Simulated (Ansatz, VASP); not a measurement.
One calculation of Cl, two programs

```
Cl
1.0
    15.00000    0.00000    0.00000
     0.00000   15.50000    0.00000
     0.00000    0.00000   16.00000
Cl
2
Direct
  0.44513 0.49905 0.46830
  0.55487 0.50095 0.53170
```

Alike in both runs: task relaxation of the atoms; functional PBE; dispersion D3(BJ); k mesh 1 × 1 × 1; occupations gaussian, width 0.005 eV; no spin polarisation.

|  | VASP | Ansatz |
| --- | --- | --- |
| version | VASP 6.6.1 | Ansatz 0.2.0 |
| potentials or method | VASP PAW PBE potentials, release 64 (Cl), cutoff 520 eV | scalar-relativistic, plane waves, PAW |
| valence electrons in the cell | 14 | 14 |

```csv
,VASP,Ansatz,Ansatz less VASP
"gap on the k mesh at the Fermi level, each at its own relaxed structure (eV)",3.06,2.95,-0.107
```
